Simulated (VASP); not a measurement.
AlGa2, 3 atoms in the cell. The structure is hexagonal, space group P6/mmm (No. 191). The conventional cell has a = 4.365 Å, b = 4.365 Å, c = 3.140 Å, α = 90.00°, β = 90.00°, γ = 120.00°. Within 3.9 Å of Al (site symmetry 6/mmm) lie 12 Ga at 2.97 Å and 2 Al at 3.14 Å. Within 3.3 Å of Ga (site symmetry -6m2) lie 5 Ga at 2.52 to 3.14 Å and 6 Al at 2.97 Å. The cell was generated, and may not be a known phase.

| Item | Value |
| --- | --- |
| Program | VASP 6.6.1 |
| Task | single point |
| Functional | PBE |
| Potentials or basis | VASP PAW PBE potentials, release 64 (Al, Ga_d) |
| Cutoff | 520 eV |
| k mesh | 6 × 6 × 6 |
| Occupations | gaussian, width 0.1 eV |
| Spin | no spin polarisation |
| Dipole correction | no |
| Further INCAR settings | ALGO = Normal; EDIFF = 1e-06; NBANDS = 22 |

Potentials or basis: VASP PAW PBE potentials, release 64 (Al, Ga_d).

Command:

```bash
$ cat potpaw_PBE.64/Al/POTCAR potpaw_PBE.64/Ga_d/POTCAR > POTCAR
$ mpirun -np 1 vasp_std > vasp.out
```

Hardware: 1 thread of Oxide Virtual Turin-like Processor, on a shared host.

How long does it take, and how much memory?

It took 28 s on 1 thread of Oxide Virtual Turin-like Processor (shared host), peak memory 0.14 GiB. Counts: scf iterations 11, k points 28.
